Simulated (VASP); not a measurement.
Here is a VASP 6.6.1 calculation.

The input INCAR:

```
ALGO = Normal
EDIFF = 1E-6
ENCUT = 500
GGA = CA
GGA_COMPAT = False
ISIF = 2
ISMEAR = 0
LASPH = True
LCHARG = False
LREAL = False
LWAVE = False
NBANDS = 16
NELM = 120
PREC = Accurate
SIGMA = 0.1
```

KPOINTS

```
k-points
0
Gamma
  6 6 6
```

Contents of POSCAR:

```
ZnSe
1.0
    0.0000000000      2.8250000000      2.8250000000
    2.8250000000      0.0000000000      2.8250000000
    2.8250000000      2.8250000000      0.0000000000
Zn Se
1 1
Direct
    0.0000000000      0.0000000000      0.0000000000
    0.2500000000      0.2500000000      0.2500000000
```

Potentials or basis: VASP PAW LDA potentials, release 64 (Zn, Se).

Command:

```sh
$ cat potpaw_LDA.64/Zn/POTCAR potpaw_LDA.64/Se/POTCAR > POTCAR
$ mpirun -np 1 vasp_std > vasp.out
```

Q: Estimate the pressure.

A: -2.5 GPa.

Q: Predict the band gap on the k mesh.

A: 1.10 eV, direct.

A hybrid or GW would open this gap; LDA tends to underestimate it.
